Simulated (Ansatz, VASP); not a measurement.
Ge in VASP and in Ansatz

INCAR

```
SYSTEM = Ge
PREC = Accurate
ENCUT = 520
EDIFF = 1E-7
ISMEAR = -1
SIGMA = 0.04
LREAL = .FALSE.
LASPH = .TRUE.
NELM = 100
ALGO = Normal
ISIF = 2
LWAVE = .FALSE.
LCHARG = .FALSE.
GGA = PE
NBANDS = 21
```

Contents of KPOINTS:

```
Automatic mesh
0
G
  6 6 6
  0 0 0
```

POSCAR

```
Ge
1.0
    0.0000000000      2.8289100000      2.8289100000
    2.8289100000      0.0000000000      2.8289100000
    2.8289100000      2.8289100000      0.0000000000
Ge
2
Direct
    0.7500000000      0.7500000000      0.7500000000
    0.5000000000      0.5000000000      0.5000000000
```

The input input.yaml:

```yaml
crystal:
  lattice:
    - [0.0, 2.82891, 2.82891]
    - [2.82891, 0.0, 2.82891]
    - [2.82891, 2.82891, 0.0]
  atoms:
    - { symbol: Ge, position: [0.75, 0.75, 0.75] }
    - { symbol: Ge, position: [0.5, 0.5, 0.5] }
kpoints:
  mp_grid: { grid: [6, 6, 6] }
scf:
  occupations: { method: fermi_dirac, width: 0.04 }
hamiltonian:
  xc: pbe
  pseudopotentials: { kind: all_electron, lapw: { basis_error: 0.002 } }
output:
  forces: true
  stress: true
  eigenvalues: true
```

Alike in both runs: task single point; functional PBE; k mesh 6 × 6 × 6; occupations fermi-dirac, width 0.04 eV; no spin polarisation.

```csv
,VASP,Ansatz
version,VASP 6.6.1,Ansatz 0.2.0
potentials or method,"VASP PAW PBE potentials, release 64 (Ge_d), cutoff 520 eV","all-electron LAPW, scalar-relativistic"
```

VASP gave:

| Quantity | Value |
| --- | --- |
| gap on the k mesh at the Fermi level (eV) | none |
| pressure (GPa) | 3.6 |

Question: Estimate Ansatz's values.

Answer: gap on the k mesh at the Fermi level (eV): none; pressure (GPa): 3.7.

A gap of «none» marks a metal or a gap that the smearing closes. Ansatz ran all-electron here, and VASP with PAW potentials.

Noted on Ansatz's run: the k mesh is thin for a metal, which can move the energy by tens of meV per atom.
